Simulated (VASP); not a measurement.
Crystal: MoH8.

```
CELL_PARAMETERS angstrom
3.42173 0.00000 0.00000
-1.71087 2.96331 0.00000
0.00000 0.00000 6.71637
ATOMIC_POSITIONS crystal
H 0.00000 0.00000 0.29275
H 0.00000 0.00000 0.70725
H 0.50000 0.00000 0.79041
H 0.00000 0.50000 0.79041
H 0.50000 0.50000 0.79041
H 0.50000 0.00000 0.20959
H 0.00000 0.50000 0.20959
H 0.50000 0.50000 0.20959
Mo 0.00000 0.00000 0.50000
```

| Quantity | Value |
| --- | --- |
| Program | VASP 6.6.1 |
| Task | relaxation of cell and atoms |
| Functional | PBE |
| Potentials or basis | VASP PAW PBE potentials, release 64 (H, Mo_sv) |
| Cutoff | 600 eV |
| k mesh | 6 × 6 × 4 |
| Occupations | gaussian, width 0.1 eV |
| Spin | no spin polarisation |

At the start: pressure -3.1 GPa; volume 7.57 Å³/atom.

Q: How do energy, volume and symmetry change on relaxing?

A: Over 50 steps the energy falls by 1152.7 meV/atom and the volume is 5.96 Å³/atom (-21.2 %); space group P6/mmm (No. 191, to 0.05 Å).

Step by step:
```
step  energy change (eV)  largest force (eV/Å)  pressure (GPa)  volume (Å³)
   1              0.0000                8.9248           -3.15        68.10
   3             -3.3581                0.7679          -20.31        66.50
   5             -5.6228                0.8957           -0.34        46.98
   7             -6.4787                1.1137           29.63        39.37
   9             -6.5504                2.5770           47.51        36.88
  11             -6.6012                3.2172           63.20        35.26
  13             -8.3258                1.3689           59.60        35.91
  15             -8.3566                1.7822           59.36        35.96
  17             -8.5458                0.9484           60.51        36.09
  19            -10.0550                0.2943            8.45        43.70
  21            -10.0880                0.4338            2.03        45.33
  23            -10.1941                0.3006            0.73        46.51
  25            -10.2821                0.1155            0.07        48.56
  27            -10.3020                0.1276            0.98        48.90
  29            -10.3178                0.2314           -1.28        50.78
  31            -10.3199                0.2477           -1.87        51.34
  33            -10.3273                0.1871           -1.49        51.75
  35            -10.3292                0.1287           -1.13        52.07
  37            -10.3411                0.0854            0.67        51.68
  39            -10.3439                0.1086            2.05        51.39
  41            -10.3576                0.0637            1.63        51.73
  43            -10.3685                0.0533            0.53        52.58
  45            -10.3706                0.0457            0.00        53.00
  47            -10.3719                0.1124            0.92        53.50
  49            -10.3733                0.0521            0.48        53.40
  50            -10.3747                0.0114            0.26        53.65
```

Final structure:
```
H Mo
1.0
     3.41845    0.00000    0.00000
    -1.70922    2.96046    0.00000
     0.00000    0.00000    5.30110
H Mo
8 1
Direct
  0.00000 0.00000 0.16557
  0.00000 0.00000 0.83443
  0.50000 0.00000 0.66613
  0.00000 0.50000 0.66613
  0.50000 0.50000 0.66613
  0.50000 0.00000 0.33387
  0.00000 0.50000 0.33387
  0.50000 0.50000 0.33387
  0.00000 0.00000 0.50000
```

Caveat: the volume moved by over 15 % at a fixed basis, so the end points are rough.
